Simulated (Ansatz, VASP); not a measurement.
**Two plane-wave programs on Zr**

```xyz
2
Lattice="3.2320 0.0000 0.0000 -1.6160 2.7990 0.0000 0.0000 0.0000 5.1470" Properties=species:S:1:pos:R:3 pbc="T T T"
Zr    1.6160    0.9330    3.8603
Zr    0.0000    1.8660    1.2868
```

Alike in both runs: task single point; functional HF; k mesh 5 × 5 × 3; occupations fermi-dirac, width 0.05 eV; no spin polarisation.

|  | VASP | Ansatz |
| --- | --- | --- |
| version | VASP 6.6.1 | Ansatz 0.2.0 |
| potentials or method | VASP PAW PBE potentials, release 64 (Zr_sv) | Ansatz PAW |
| plane-wave cutoff (eV) | 520 | 420 |
| valence electrons in the cell | 24 | 24 |

```csv
,VASP,Ansatz,Ansatz less VASP
gap on the k mesh at the Fermi level (eV),none,none,-
pressure (GPa),14.4,14.9,+0.45
"traceless stress, the component that is largest in VASP (GPa)",-4.25,-4.10,+0.159
```

VASP's potentials were made for PBE, not for HF. A gap of «none» marks a metal or a gap that the smearing closes. With one functional, cell and mesh, what is left measures potentials, basis and numerics.

The k mesh is coarse, so the values compare programs but aren't converged.
